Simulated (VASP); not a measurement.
InP, 2 atoms in the cell. The structure is cubic, space group F-43m (No. 216). The conventional cell has a = 5.908 Å, b = 5.908 Å, c = 5.908 Å, α = 90.00°, β = 90.00°, γ = 90.00°. In (site symmetry -43m) has 4 P at 2.56 Å within 3.4 Å. Within 3.4 Å of P (site symmetry -43m) lie 4 In at 2.56 Å. 

* Program: VASP 6.6.1
* Task: single point
* Functional: PBE-based screened hybrid
* Potentials or basis: VASP PAW PBE potentials, release 64 (In_d, P)
* Cutoff: 520 eV
* k mesh: 4 × 4 × 4
* Occupations: gaussian, width 0.01 eV
* Spin: no spin polarisation
* Dipole correction: no
* Grid for exact exchange (PRECFOCK): Normal
* Share of exact exchange: 0.15
* Further INCAR settings: ALGO = Normal; EDIFF = 1e-07; NBANDS = 16
* Screening parameter: 0.5 1/Å

Potentials or basis: VASP PAW PBE potentials, release 64 (In_d, P).

Run with:

```console
$ cat potpaw_PBE.64/In_d/POTCAR potpaw_PBE.64/P/POTCAR > POTCAR
$ cp INCAR.step1 INCAR
$ mpirun -np 1 vasp_std > vasp.out
$ cp INCAR.step2 INCAR
$ mpirun -np 1 vasp_std > vasp.out
```

Hardware: 1 thread of Intel Xeon 8259CL (shared host).

Task: How long does it take, and how much memory?

Result: Wall time 8.7 min on 1 thread of Intel Xeon 8259CL, with other jobs on the host, peak memory 0.28 GiB. Counts: k points 8.
